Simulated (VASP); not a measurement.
# Pt (I4/mmm) in VASP: notebook

The runs below take Pt through single point, with LDA.

All numbers are computed with VASP 6.6.1; they aren't measurements. Logs are shortened: lines on timing, memory, paths and dates and some standing lists are left out, and cuts for length are marked.

## Step 1: The cell of the first run

It takes space group I4/mmm (No. 139, tetragonal). Conventional cell: a = 3.216 Å, b = 3.216 Å, c = 3.121 Å, α = 90.00°, β = 90.00°, γ = 90.00°. Pt (site symmetry 4/mmm) has 14 Pt at 2.76 to 3.22 Å within 3.6 Å.

## Step 2: Single point, LDA (strain +0.015 along x and y, -0.015 along z)

INCAR reads:

```
SYSTEM = Pt
PREC = Accurate
ENCUT = 520
EDIFF = 1E-7
ISMEAR = 0
SIGMA = 0.15
LREAL = .False.
LASPH = .True.
NELM = 80
ALGO = Fast
ISIF = 2
LWAVE = .False.
LCHARG = .True.
LELF = .True.
LVHAR = .True.
NBANDS = 11
```

KPOINTS reads:

```
Automatic mesh
0
Gamma
  22 22 22
  0 0 0
```

POSCAR reads:

```
Pt
1.0
   -1.6079833000      1.6079833000      1.5604567000
    1.6079833000     -1.6079833000      1.5604567000
    1.6079833000      1.6079833000     -1.5604567000
Pt
1
Direct
    0.0000000000      0.0000000000      0.0000000000
```

Potentials or basis: VASP PAW LDA potentials, release 64 (Pt).

Command:

```console
cat potpaw_LDA.64/Pt/POTCAR > POTCAR
mpirun -np 1 vasp_std > vasp.out
```

OUTCAR:

```text
SYSTEM = Pt
   PREC = Accurate
   ENCUT = 520
   EDIFF = 1E-7
   ISMEAR = 0
   LREAL = .False.
   LASPH = .True.
   NELM = 80
   ISIF = 2

 ion  position               nearest neighbor table
   1  0.000  0.000  0.000-

  LATTYP: Found a body centered tetragonal cell.
 ALAT       =     3.2159666000
 C/A-ratio  =     0.9704433498

  Lattice vectors:

 A1 = (  -1.6079833000,   1.6079833000,   1.5604567000)
 A2 = (   1.6079833000,  -1.6079833000,   1.5604567000)
 A3 = (   1.6079833000,   1.6079833000,  -1.5604567000)

Analysis of symmetry for initial positions (statically):
=====================================================================
 Subroutine PRICEL returns:
 Original cell was already a primitive cell.

 Routine SETGRP: Setting up the symmetry group for a
 body centered tetragonal supercell.

 Subroutine GETGRP returns: Found 16 space group operations
 (whereof 16 operations were pure point group operations)
 out of a pool of 16 trial point group operations.

The static configuration has the point symmetry D_4h.

Analysis of symmetry for dynamics (positions and initial velocities):
=====================================================================
 Subroutine PRICEL returns:
 Original cell was already a primitive cell.

 Routine SETGRP: Setting up the symmetry group for a
 body centered tetragonal supercell.

 Subroutine GETGRP returns: Found 16 space group operations
 (whereof 16 operations were pure point group operations)
 out of a pool of 16 trial point group operations.

The dynamic configuration has the point symmetry D_4h.

 Subroutine INISYM returns: Found 16 space group operations
 (whereof 16 operations are pure point group operations),
 and found     1 'primitive' translations

----------------------------------------------------------------------------------------

                                     Primitive cell

  volume of cell :      16.1389

  direct lattice vectors                    reciprocal lattice vectors
    -1.607983300  1.607983300  1.560456700     0.000000000  0.310948503  0.320419016
     1.607983300 -1.607983300  1.560456700     0.310948503  0.000000000  0.320419016
     1.607983300  1.607983300 -1.560456700     0.310948503  0.310948503  0.000000000

  length of vectors
     2.757942294  2.757942294  2.757942294     0.446494476  0.446494476  0.439747590

  position of ions in fractional coordinates (direct lattice)
     0.000000000  0.000000000  0.000000000

  ion indices of the primitive-cell ions
   primitive index   ion index
                 1           1

----------------------------------------------------------------------------------------

 KPOINTS: Automatic mesh

Automatic generation of k-mesh.
 Grid dimensions read from file:
 generate k-points for:   22   22   22

 Generating k-lattice:

  Cartesian coordinates                     Fractional coordinates (reciprocal lattice)
     0.000000000  0.014134023  0.014564501     0.045454545  0.000000000  0.000000000
     0.014134023  0.000000000  0.014564501     0.000000000  0.045454545  0.000000000
     0.014134023  0.014134023  0.000000000     0.000000000  0.000000000  0.045454545

  Length of vectors
     0.020295203  0.020295203  0.019988527

  Shift w.r.t. Gamma in fractional coordinates (k-lattice)
     0.000000000  0.000000000  0.000000000

 Subroutine IBZKPT returns following result:
 ===========================================

 Found    834 irreducible k-points:

 Following reciprocal coordinates:
            Coordinates               Weight
  0.000000  0.000000  0.000000      1.000000
  0.045455  0.000000 -0.000000      8.000000
  0.090909  0.000000 -0.000000      8.000000
  0.136364 -0.000000  0.000000      8.000000
  0.181818  0.000000  0.000000      8.000000
  0.227273 -0.000000  0.000000      8.000000
[... 16 lines left out ...]
  0.500000  0.045455  0.000000     16.000000
 -0.454545  0.045455  0.000000     16.000000
 [... further k-points ...]
   k-points           NKPTS =    834   k-points in BZ     NKDIM =    834   number of bands    NBANDS=     11
   number of dos      NEDOS =    301   number of ions     NIONS =      1
   total plane-waves  NPLWV =  13824
   dimension x,y,z NGX =    24 NGY =   24 NGZ =   24
   dimension x,y,z NGXF=    48 NGYF=   48 NGZF=   48
   ions per type =               1
   NGX,Y,Z   is equivalent  to a cutoff of  14.47, 14.47, 14.47 a.u.
   NGXF,Y,Z  is equivalent  to a cutoff of  28.93, 28.93, 28.93 a.u.
 SYSTEM =  Pt
   PREC   = accura    normal or accurate (medium, high low for compatibility)
   ISTART =      0    job   : 0-new  1-cont  2-samecut
   ICHARG =      2    charge: 1-file 2-atom 10-const
   ISPIN  =      1    spin polarized calculation?
   LNONCOLLINEAR =      F non collinear calculations
   LSORBIT =      F    spin-orbit coupling
   LASPH  =      T    aspherical Exc in radial PAW
   ENCUT  =  520.0 eV  38.22 Ry    6.18 a.u.   5.13  5.13  5.13*2*pi/ulx,y,z
   NELM   =     80;   NELMIN=  2; NELMDL= -5     # of ELM steps
   EDIFF  = 0.1E-06   stopping-criterion for ELM
   LREAL  =      F    real-space projection
   EDIFFG = 0.1E-05   stopping-criterion for IOM
   NSW    =      0    number of steps for IOM
   IBRION =     -1    ionic relax: 0-MD 1-quasi-New 2-CG
   NFREE  =      0    steps in history (QN), initial steepest desc. (CG)
   ISIF   =      2    stress and relaxation
   ISYM   =      2    0-nonsym 1-usesym 2-fastsym
   POTIM  = 0.5000    time-step for ionic-motion
   TEBEG  =    0.0;   TEEND  =   0.0 temperature during run
   PSTRESS=    0.0 pullay stress
   NELECT =      10.0000    total number of electrons
   NUPDOWN=      -1.0000    fix difference up-down
   EMIN   =  10.00;   EMAX   =-10.00  energy-range for DOS
   EFERMI =   0.00;   METHOD = LEGACY
   ISMEAR =     0;   SIGMA  =   0.15  broadening in eV -4-tet -1-fermi 0-gaus
   EFERMI_NEDOS =   21; number of points for ismear=-14 and -15
   IALGO  =     68    algorithm
   IMIX   =      4    mixing-type and parameters
     AMIX     =   0.40;   BMIX     =  1.00
     AMIX_MAG =   1.60;   BMIX_MAG =  1.00
  volume/ion in A,a.u.               =      16.14       108.91
  Fermi-wavevector in a.u.,A,eV,Ry     =   1.395672  2.637437 26.502777  1.947899
  Thomas-Fermi vector in A             =   2.519101
   LORBIT       =      0    0 simple, 1 ext, 2 COOP (PROOUT), +10 PAW based schemes
   GGA     = CA    functional components
   LHFCALC =     F    Hartree Fock is set to
   AEXX    =    0.0000 exact exchange contribution
   IVDW    =     0    specifies the selected vdW correction
   LEPSILON=     F    determine dielectric tensor
   LRPA    =     F    only Hartree local field effects (RPA)
 non-spin polarized calculation
 RMM-DIIS sequential band-by-band and
 Gauss-broadening in eV      SIGMA  =   0.15
  energy-cutoff  :      520.00
  volume of cell :       16.14
 maximum number of plane-waves:       450
 NGX is ok and might be reduce to    24
   NGX = 11   NGY = 11   NGZ = 11

 number of electron      10.0000000 magnetization

 Free energy of the ion-electron system (eV)
  ---------------------------------------------------
  ext. energy  EPLUGINS =         0.00000000
  ---------------------------------------------------
  free energy    TOTEN  =        -7.32416985 eV

  energy without entropy =       -7.31083059  energy(sigma->0) =       -7.31750022

 E-fermi :   9.6590     XC(G=0): -13.2922

 val. band max:        9.6531116853   @ k =  -0.3636   0.3636   0.0000
 cond. band min:       9.6614033604   @ k =  -0.3182   0.4545   0.2273
 fundamental gap:      0.0082916751
 Fermi energy:         9.6590023102

 k-point     1 :       0.0000    0.0000    0.0000
  band No.  band energies     occupation
      1       0.3679      2.00000
      2       6.1192      2.00000
      3       6.3698      2.00000
      4       6.3698      2.00000
      5       8.5623      2.00000
      6       8.8945      2.00000
      7      26.5606      0.00000
      8      26.5606      0.00000
      9      27.1425      0.00000
     10      36.2759      0.00000
     11      36.3790      0.00000

 k-point     2 :       0.0455    0.0000   -0.0000
  band No.  band energies     occupation
      1       0.4517      2.00000
      2       6.1287      2.00000
      3       6.3684      2.00000
      4       6.3928      2.00000
      5       8.5572      2.00000
      6       8.8616      2.00000
      7      26.6270      0.00000
      8      26.6836      0.00000
      9      27.1786      0.00000
     10      34.8347      0.00000
     11      35.7452      0.00000

 k-point     3 :       0.0909    0.0000   -0.0000
  band No.  band energies     occupation
      1       0.6987      2.00000
      2       6.0841      2.00000
      3       6.3605      2.00000
      4       6.5369      2.00000
      5       8.5335      2.00000
      6       8.7897      2.00000
      7      26.7768      0.00000
      8      27.0462      0.00000
      9      27.2299      0.00000
     10      33.4286      0.00000
     11      34.2604      0.00000

 k-point     4 :       0.1364   -0.0000    0.0000
  band No.  band energies     occupation
      1       1.0945      2.00000
      2       5.9554      2.00000
      3       6.3392      2.00000
      4       6.8374      2.00000
      5       8.4747      2.00000
      6       8.7423      2.00000
      7      26.8531      0.00000
      8      27.0893      0.00000
      9      27.6307      0.00000
     10      32.3760      0.00000
     11      32.8622      0.00000

 k-point     5 :       0.1818    0.0000    0.0000
  band No.  band energies     occupation
      1       1.6087      2.00000
      2       5.7789      2.00000
      3       6.3099      2.00000
      4       7.2632      2.00000
      5       8.4099      2.00000
      6       8.7453      2.00000
      7      26.3835      0.00000
      8      26.6385      0.00000
      9      28.4089      0.00000
     10      31.7350      0.00000
     11      32.2386      0.00000
[... 211 lines left out ...]
 k-point    21 :       0.4091    0.0455    0.0000
  band No.  band energies     occupation
      1       3.3662      2.00000
      2       4.8919      2.00000
      3       8.3424      2.00000
      4       8.9194      2.00000
      5       9.3773      1.99208
      6      10.6849      0.00000
      7      16.9771      0.00000
      8      23.0569      0.00000
      9      25.3460      0.00000
     10      33.3242      0.00000
     11      33.9130      0.00000

 k-point    22 :       0.4545    0.0455    0.0000
  band No.  band energies     occupation
      1       3.3534      2.00000
      2       4.8435      2.00000
      3       8.5400      2.00000
      4       8.9601      2.00000
      5       9.7845      0.23681
      6      11.0928      0.00000
      7      15.9746      0.00000
      8      22.8408      0.00000
      9      24.8956      0.00000
     10      33.5748      0.00000
     11      34.0689      0.00000

 k-point    23 :       0.5000    0.0455    0.0000
  band No.  band energies     occupation
      1       3.3538      2.00000
      2       4.8445      2.00000
      3       8.6038      2.00000
      4       8.8704      2.00000
      5       9.7909      0.21375
      6      11.0935      0.00000
      7      15.9937      0.00000
      8      22.8449      0.00000
      9      24.8908      0.00000
     10      33.6601      0.00000
     11      33.9907      0.00000

 k-point    24 :      -0.4545    0.0455    0.0000
  band No.  band energies     occupation
      1       3.3670      2.00000
      2       4.8948      2.00000
      3       8.4485      2.00000
      4       8.7322      2.00000
      5       9.4075      1.98228
      6      10.6925      0.00000
      7      17.0213      0.00000
      8      23.0694      0.00000
      9      25.3313      0.00000
     10      33.4719      0.00000
     11      33.7528      0.00000

 [... further k-points ...]

------------------------ aborting loop because EDIFF is reached ----------------------------------------

  FORCE on cell =-STRESS in cart. coord.  units (eV):
  Direction    XX          YY          ZZ          XY          YZ          ZX
  --------------------------------------------------------------------------------------
  -------------------------------------------------------------------------------------
  Total       -1.7405926     -1.7405926     -2.0392833      0.0000000      0.0000000      0.0000000
  in kB     -172.7957012   -172.7957012   -202.4479437      0.0000000      0.0000000      0.0000000
  external PRESSURE =    -182.6797820 kB  Pullay stress =       0.0000000 kB

 VOLUME and BASIS-vectors are now :
 -----------------------------------------------------------------------------
  energy-cutoff  :      520.00
  volume of cell :       16.14
      direct lattice vectors                 reciprocal lattice vectors
    -1.607983300  1.607983300  1.560456700     0.000000000  0.310948503  0.320419016
     1.607983300 -1.607983300  1.560456700     0.310948503  0.000000000  0.320419016
     1.607983300  1.607983300 -1.560456700     0.310948503  0.310948503  0.000000000

 POSITION                                       TOTAL-FORCE (eV/Angst)
 -----------------------------------------------------------------------------------
      0.00000      0.00000      0.00000         0.000000      0.000000     -0.000000
 -----------------------------------------------------------------------------------
    total drift:                                0.000000      0.000000     -0.000000

  FREE ENERGIE OF THE ION-ELECTRON SYSTEM (eV)
  ---------------------------------------------------
  free  energy   TOTEN  =        -7.3241698521 eV

  energy  without entropy=       -7.3108305863  energy(sigma->0) =       -7.31750022
```

Run time: 75 s. Hardware: 1 thread of Intel Xeon Platinum 8488C (Sapphire Rapids), shared host; peak memory 0.26 GiB.

What came out:

* Free energy: -7.3242 eV
* Pressure: -18.3 GPa
* Band gap on the k mesh: zero (bands 5 and 6 overlap by 2.06 eV)

Stress tensor (GPa, compression positive):
```
-17.28   0.00   0.00
  0.00 -17.28   0.00
  0.00   0.00 -20.24
```

Caveat: the cell differs from its parent crystal (strain +0.015 along x and y, -0.015 along z); the cell stands under tension; spin-orbit coupling is left out, which moves the levels of the heavy elements.

## Step 3: Single point, LDA (strain +0.000 along x and y, +0.030 along z)

INCAR reads:

```
SYSTEM = Pt
  ALGO = Fast
  EDIFF = 1E-6
  ENCUT = 520
  ISIF = 2
  ISMEAR = 0
  LASPH = .TRUE.
  LCHARG = .TRUE.
  LELF = .TRUE.
  LREAL = .FALSE.
  LVHAR = .TRUE.
  LWAVE = .FALSE.
  NBANDS = 11
  NELM = 80
  PREC = Accurate
  SIGMA = 0.15
```

KPOINTS reads:

```
k-points
0
G
  22 22 22
  0 0 0
```

POSCAR reads:

```
Pt
1.0
   -1.5842200000      1.5842200000      1.6317466000
    1.5842200000     -1.5842200000      1.6317466000
    1.5842200000      1.5842200000     -1.6317466000
Pt
1
Direct
    0.0000000000      0.0000000000      0.0000000000
```

Potentials or basis: VASP PAW LDA potentials, release 64 (Pt).

Command:

```console
cat potpaw_LDA.64/Pt/POTCAR > POTCAR
mpirun -np 1 vasp_std > vasp.out
```

It took 76 s on 1 thread of Intel Xeon Platinum 8488C (Sapphire Rapids), shared host; peak memory 0.25 GiB.

It converged, with:

| Item | Value |
| --- | --- |
| Free energy | -7.2943 eV |
| Pressure | -21.0 GPa |
| Band gap on the k mesh | zero (bands 5 and 6 overlap by 2.00 eV) |

Stress tensor (GPa, compression positive):
```
-21.81   0.00   0.00
  0.00 -21.81   0.00
  0.00   0.00 -19.37
```

Levels at points of the mesh, in eV from the Fermi level:
```csv
k point,band 3,band 4,band 5,band 6,band 7,band 8
"(0.00, 0.00, 0.00)",-3.37,-3.14,-1.06,-0.76,16.74,17.27
"(0.50, 0.00, 0.00)",-1.23,-0.61,0.33,0.96,5.91,13.36
"(0.50, 0.50, 0.00)",-0.89,-0.52,0.51,1.02,6.16,13.01
"(0.50, 0.50, 0.50)",0.44,0.52,0.52,6.99,7.85,7.85
```

Caveat: the cell differs from its parent crystal (strain +0.000 along x and y, +0.030 along z); the cell stands under tension; spin-orbit coupling is left out, which moves the levels of the heavy elements.

## Step 4: Single point, LDA (strain +0.030 along x and y, -0.030 along z)

INCAR reads:

```
ALGO = Fast ; EDIFF = 1E-7
ENCUT = 520 ; GGA = CA
ISIF = 2 ; ISMEAR = 0
LASPH = True ; LCHARG = False
LREAL = False ; LWAVE = False
NBANDS = 11 ; NELM = 100
PREC = Accurate ; SIGMA = 0.15
```

KPOINTS reads:

```
k-points
0
Gamma
  22 22 22
```

POSCAR reads:

```
Pt
1.0
   -1.6317466000      1.6317466000      1.5366934000
    1.6317466000     -1.6317466000      1.5366934000
    1.6317466000      1.6317466000     -1.5366934000
Pt
1
Direct
    0.0000000000      0.0000000000      0.0000000000
```

Command:

```console
cat potpaw_LDA.64/Pt/POTCAR > POTCAR
mpirun -np 1 vasp_std > vasp.out
```

Wall time 75 s (1 thread of Intel Xeon Platinum 8488C (Sapphire Rapids), shared host); peak memory 0.26 GiB.

It converged, with:

```
Free energy            : -7.3052 eV
Pressure               : -21.0 GPa
Band gap on the k mesh : zero (bands 5 and 6 overlap by 2.01 eV)
```

Stress tensor (GPa, compression positive):
```
-19.11   0.00   0.00
  0.00 -19.11   0.00
  0.00   0.00 -24.73
```

Levels at points of the mesh, in eV from the Fermi level:
```tsv
k point	band 2	band 3	band 4	band 5	band 6	band 7	band 8	band 9
(0.00, 0.00, 0.00)	-3.63	-3.13	-3.13	-1.29	-0.62	16.70	16.70	17.89
(0.50, 0.00, 0.00)	-4.83	-1.05	-0.38	0.51	0.98	6.17	13.00	15.01
(0.50, 0.50, 0.00)	-4.29	-1.55	-0.78	0.13	0.90	5.66	13.73	16.45
(0.50, 0.50, 0.50)	-5.73	0.43	0.43	0.59	6.97	6.97	8.77	12.09
```

Caveat: the cell differs from its parent crystal (strain +0.030 along x and y, -0.030 along z); the cell stands under tension; spin-orbit coupling is left out, which moves the levels of the heavy elements.

## Step 5: Single point, LDA (strain +0.015 along x and y, +0.000 along z)

INCAR reads:

```
SYSTEM = Pt
ALGO = Fast
EDIFF = 1E-6
ENCUT = 520
GGA = CA
ISIF = 2
ISMEAR = 0
LASPH = .True.
LCHARG = .False.
LREAL = .False.
LWAVE = .False.
NBANDS = 11
NELM = 80
PREC = Accurate
SIGMA = 0.15
```

KPOINTS reads:

```
k-points
0
Gamma
  22 22 22
  0 0 0
```

POSCAR reads:

```
Pt
1.0
   -1.6079833000      1.6079833000      1.5842200000
    1.6079833000     -1.6079833000      1.5842200000
    1.6079833000      1.6079833000     -1.5842200000
Pt
1
Direct
    0.0000000000      0.0000000000      0.0000000000
```

Command:

```console
cat potpaw_LDA.64/Pt/POTCAR > POTCAR
mpirun -np 1 vasp_std > vasp.out
```

It took 71 s on 1 thread of Intel Xeon Platinum 8488C (Sapphire Rapids), shared host; peak memory 0.25 GiB.

The run converged. Its results:

- Free energy: -7.2920 eV
- Pressure: -21.0 GPa
- Band gap on the k mesh: zero (bands 5 and 6 overlap by 1.98 eV)

Stress tensor (GPa, compression positive):
```
-20.52   0.00   0.00
  0.00 -20.52   0.00
  0.00   0.00 -21.91
```

Levels at points of the mesh, in eV from the Fermi level:
| k point | band 3 | band 4 | band 5 | band 6 | band 7 | band 8 |
| --- | --- | --- | --- | --- | --- | --- |
| (0.00, 0.00, 0.00) | -3.26 | -3.26 | -0.98 | -0.82 | 17.00 | 17.00 |
| (0.50, 0.00, 0.00) | -1.04 | -0.57 | 0.42 | 1.00 | 6.04 | 13.18 |
| (0.50, 0.50, 0.00) | -1.19 | -0.64 | 0.33 | 0.97 | 5.91 | 13.36 |
| (0.50, 0.50, 0.50) | 0.48 | 0.48 | 0.52 | 7.42 | 7.42 | 7.86 |

Caveat: the cell differs from its parent crystal (strain +0.015 along x and y, +0.000 along z); the cell stands under tension; spin-orbit coupling is left out, which moves the levels of the heavy elements.

(Continued in part 2 of 2.)
